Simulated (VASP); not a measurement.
Here is a VASP 6.6.1 calculation.

The input INCAR:

```
SYSTEM = AgI
ALGO = Normal ; EDIFF = 1E-6
ENCUT = 500 ; GGA = CA
GGA_COMPAT = .FALSE. ; ISIF = 2
ISMEAR = 0 ; LASPH = .TRUE.
LCHARG = .FALSE. ; LREAL = .FALSE.
LWAVE = .FALSE. ; NBANDS = 16
NELM = 120 ; PREC = Accurate
SIGMA = 0.01
```

File KPOINTS:

```
k-points
0
G
  6 6 6
  0 0 0
```

Contents of POSCAR:

```
AgI
1.0
    3.2344670829      3.2344670829      0.0000000000
   -3.2344670829      3.2344670829      0.0000000000
    0.0000000000      3.2344670829      3.2344670829
Ag I
1 1
Direct
    0.0000000000      0.0000000000      0.0000000000
    0.7500000000      0.2500000000      0.5000000000
```

Potentials or basis: VASP PAW LDA potentials, release 64 (Ag, I).

Command:

```sh
$ cat potpaw_LDA.64/Ag/POTCAR potpaw_LDA.64/I/POTCAR > POTCAR
$ mpirun -np 1 vasp_std > vasp.out
```

**Question.** Estimate the band gap on the k mesh.

**Answer.** 1.09 eV, direct.

**Question.** What does it give for the pressure?

**Answer.** -2.0 GPa.

Caveat: spin-orbit coupling is left out, which moves the levels of the heavy elements. A hybrid or GW would open this gap; LDA tends to underestimate it.
